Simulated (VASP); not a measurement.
La2InNi2:

```
La In Ni
1.0
     7.58620    0.00000    0.00000
     0.00000    7.58620    0.00000
     0.00000    0.00000    3.85115
La In Ni
4 2 4
Cartesian
  1.3307 5.1238 1.9256
  6.2555 2.4624 1.9256
  2.4624 1.3307 1.9256
  5.1238 6.2555 1.9256
  3.7931 3.7931 0.0000
  0.0000 0.0000 0.0000
  4.7033 0.9102 0.0000
  2.8829 6.6760 0.0000
  6.6760 4.7033 0.0000
  0.9102 2.8829 0.0000
```

| Quantity | Value |
| --- | --- |
| Program | VASP 6.6.1 |
| Task | relaxation of cell and atoms |
| Functional | LDA |
| Potentials or basis | VASP PAW LDA potentials, release 64 (La, In_d, Ni) |
| Cutoff | 600 eV |
| k mesh | 6 × 6 × 10 |
| Occupations | gaussian, width 0.1 eV |
| Spin | no spin polarisation |

At the start: pressure -4.5 GPa; volume 22.16 Å³/atom.

Question: How do energy, volume and symmetry change on relaxing?

Answer: Over 16 steps the energy falls by 19.7 meV/atom and the volume is 20.83 Å³/atom (-6.0 %); space group P4/mbm (No. 127, to 0.1 Å) before and after.

The path:
```tsv
step	energy change (eV)	largest force (eV/Å)	pressure (GPa)	volume (Å³)
1	0.0000	0.0683	-4.48	221.63
2	-0.1424	0.1452	2.71	202.32
3	-0.1943	0.0658	-0.02	208.55
4	-0.1942	0.0686	0.09	208.29
5	-0.1950	0.0495	-0.06	208.64
6	-0.1953	0.0381	-0.17	208.85
7	-0.1959	0.0276	-0.10	208.58
8	-0.1962	0.0200	0.10	208.07
9	-0.1962	0.0182	0.07	208.15
10	-0.1964	0.0187	0.02	208.25
11	-0.1964	0.0196	-0.02	208.33
12	-0.1965	0.0156	0.00	208.29
13	-0.1966	0.0094	0.02	208.22
14	-0.1966	0.0026	0.06	208.10
15	-0.1966	0.0038	0.03	208.16
16	-0.1966	0.0003	-0.02	208.34
```

Final structure:
```
La In Ni
1.0
     7.42320    0.00000    0.00000
     0.00000    7.42320    0.00000
     0.00000    0.00000    3.78084
La In Ni
4 2 4
Direct
  0.17490 0.67490 0.50000
  0.82510 0.32510 0.50000
  0.32510 0.17490 0.50000
  0.67490 0.82510 0.50000
  0.50000 0.50000 0.00000
  0.00000 0.00000 0.00000
  0.62148 0.12148 0.00000
  0.37852 0.87852 0.00000
  0.87852 0.62148 0.00000
  0.12148 0.37852 0.00000
```
